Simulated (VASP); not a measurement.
Here is a VASP 6.6.1 calculation.

Contents of INCAR:

```
SYSTEM = HfSiO4
  PREC = Accurate
  ENCUT = 600
  EDIFF = 1E-6
  ISMEAR = 0
  SIGMA = 0.1
  LREAL = .False.
  LASPH = .True.
  NELM = 120
  ALGO = Normal
  ISIF = 2
  LWAVE = .False.
  LCHARG = .False.
  GGA = PE
  NBANDS = 50
  GGA_COMPAT = .False.
```

Contents of KPOINTS:

```
Automatic mesh
0
Gamma
  6 6 2
  0 0 0
```

Contents of POSCAR:

```
HfSiO4
1.0
    5.8359202356      0.0000000036      0.0000000000
   -2.9179601209      5.0540551767      0.0000000000
    0.0000000000      0.0000000000      9.5118211615
Hf Si O
2 2 8
Direct
    0.3333333333      0.6666666667      0.4379053849
    0.6666666667      0.3333333333      0.9379053849
    0.3333333333      0.6666666667      0.0624405838
    0.6666666667      0.3333333333      0.5624405838
    0.3333333333      0.6666666667      0.2339183260
    0.6666666667      0.3333333333      0.7339183260
    0.4854643402     -0.0290713197      0.0052452351
    0.5145356598      0.4854643402      0.5052452351
    0.0290713197      0.5145356598      0.0052452351
    0.5145356598      0.0290713197      0.5052452351
    0.4854643402      0.5145356598      0.0052452351
   -0.0290713197      0.4854643402      0.5052452351
```

Potentials or basis: VASP PAW PBE potentials, release 64 (Hf_pv, Si, O).

Command:

```bash
$ cat potpaw_PBE.64/Hf_pv/POTCAR potpaw_PBE.64/Si/POTCAR potpaw_PBE.64/O/POTCAR > POTCAR
$ mpirun -np 1 vasp_std > vasp.out
```

Q: Predict the largest force.

A: 0.188 eV/Å.

Q: Predict the pressure.

A: -0.3 GPa.

Q: What does it give for the band gap on the k mesh?

A: 4.78 eV.

Forces on the atoms (eV/Å):
```
Hf   0.000  0.000 -0.003
Hf   0.000  0.000 -0.003
Si   0.000  0.000 -0.001
Si   0.000  0.000 -0.001
O    0.000  0.000  0.188
O    0.000  0.000  0.188
O    0.000  0.175 -0.061
O   -0.151  0.087 -0.061
O   -0.151 -0.087 -0.061
O    0.000 -0.175 -0.061
O    0.151 -0.087 -0.061
O    0.151  0.087 -0.061
```

Caveat: spin-orbit coupling is left out, which moves the levels of the heavy elements. A k mesh can miss the band edges.
